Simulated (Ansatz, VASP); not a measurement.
## One calculation of InSe, two programs

```
Se In
1.0
     4.02661    0.00000    0.00000
    -2.01331    3.48715    0.00000
     0.00000    0.00000   28.27071
Se In
4 4
Direct
  0.00000 0.00000 0.15918
  0.00000 0.00000 0.34967
  0.22222 0.66667 0.48090
  0.22222 0.66667 0.67139
  0.66667 0.33333 0.20500
  0.66667 0.33333 0.30385
  0.55556 0.33333 0.52672
  0.55556 0.33333 0.62557
```

Alike in both runs: task single point; functional PBE; dispersion D3(BJ); k mesh 9 × 9 × 1; occupations gaussian, width 0.05 eV; no spin polarisation.

|  | VASP | Ansatz |
| --- | --- | --- |
| version | VASP 6.6.1 | Ansatz 0.2.0 |
| potentials or method | VASP PAW PBE potentials, release 64 (Se, In_d), cutoff 520 eV | scalar-relativistic, plane waves, PAW |
| valence electrons in the cell | 76 | 116 |

Ansatz gave:

| Quantity | Value |
| --- | --- |
| gap on the k mesh at the Fermi level (eV) | 1.28 |
| least direct gap on the mesh (eV) | 1.32 |
| rms of the force components (eV/Å) | 0.022 |

Q: What did VASP give for the same quantities?

A: gap on the k mesh at the Fermi level (eV): 1.27; least direct gap on the mesh (eV): 1.31; rms of the force components (eV/Å): 0.025.

VASP's potentials hold 76 valence electrons a cell and Ansatz's 116, so a difference there can come from the potentials and not from the codes. Ansatz's warnings: xc potential rough in thin density.
